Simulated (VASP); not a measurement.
## As: relaxation of cell and atoms with LDA

The system is As.

```
As
1.0
     1.88080    1.08588    3.51406
    -1.88080    1.08588    3.51406
     0.00000   -2.17176    3.51406
As
2
Direct
  0.77400 0.77400 0.77400
  0.22600 0.22600 0.22600
```

```json
{
  "Program": "VASP 6.6.1",
  "Task": "relaxation of cell and atoms",
  "Functional": "LDA",
  "Potentials or basis": "VASP PAW LDA potentials, release 64 (As)",
  "Cutoff": "600 eV",
  "k mesh": "8 × 8 × 8",
  "Occupations": "methfessel-paxton, width 0.1 eV",
  "Spin": "no spin polarisation",
  "Dipole correction": "no",
  "Further INCAR settings": "ALGO = Normal; EDIFF = 1e-06; IBRION = 2; EDIFFG = -0.01; NSW = 80; ISIF = 3"
}
```

| Item | Value |
| --- | --- |
| Relaxed volume | 20.44 Å³/atom |
| Relaxed cell | a = 3.969 Å, b = 3.969 Å, c = 3.969 Å, α = 56.74°, β = 56.74°, γ = 56.74° |
| Space group after relaxing (to 0.05 Å) | R-3m (No. 166) |
| Energy gained by relaxing | 13.6 meV/atom |
| Ionic steps | 13 |
| Pressure after relaxing | 0.1 GPa |
| Band gap on the k mesh | zero (band 5 reaches 6.05 eV, above the bottom of band 6 at 5.68 eV) |

The path:
```
step  energy change (eV)  largest force (eV/Å)  pressure (GPa)  volume (Å³)
   1              0.0000                0.3203           -0.93        43.06
   2             -0.0119                0.1870           -0.38        42.29
   3             -0.0178                0.0513            1.03        40.69
   4             -0.0191                0.0490            0.48        41.21
   5             -0.0224                0.0800           -0.61        41.45
   6             -0.0224                0.0964           -0.72        41.47
   7             -0.0252                0.0832           -0.40        41.22
   8             -0.0252                0.0372            0.40        40.54
   9             -0.0271                0.0404           -0.07        40.92
  10             -0.0272                0.0240            0.02        40.85
  11             -0.0272                0.0277            0.00        40.86
  12             -0.0272                0.0114            0.03        40.88
  13             -0.0272                0.0005            0.06        40.89
```

Final structure:
```
CELL_PARAMETERS angstrom
1.88601 1.08889 3.31841
-1.88601 1.08889 3.31841
0.00000 -2.17777 3.31841
ATOMIC_POSITIONS crystal
As 0.76952 0.76952 0.76952
As 0.23048 0.23048 0.23048
```

Levels at points of the mesh, in eV from the Fermi level:
| k point | band 1 | band 2 | band 3 | band 4 | band 5 | band 6 | band 7 | band 8 | band 9 |
| --- | --- | --- | --- | --- | --- | --- | --- | --- | --- |
| (0.00, 0.00, 0.00) | -15.40 | -5.60 | -2.44 | -2.24 | -2.24 | 2.05 | 3.07 | 3.07 | 6.34 |
| (0.50, 0.00, 0.00) | -12.51 | -11.52 | -2.69 | -2.44 | -0.44 | -0.38 | 0.19 | 0.74 | 9.41 |
| (0.50, 0.50, 0.00) | -12.45 | -9.67 | -6.56 | -4.52 | -4.50 | 1.43 | 5.72 | 6.67 | 7.76 |
| (0.50, 0.50, 0.50) | -13.62 | -10.59 | -1.87 | -1.87 | -0.83 | 0.18 | 0.18 | 1.44 | 8.45 |

It took 70 s on 1 thread of Intel(R) Xeon(R) 6975P-C (Granite Rapids), with other jobs on the host, peak memory 0.18 GiB.

LDA usually gives volumes a few per cent too small. Zero-point motion and thermal expansion aren't in these numbers.
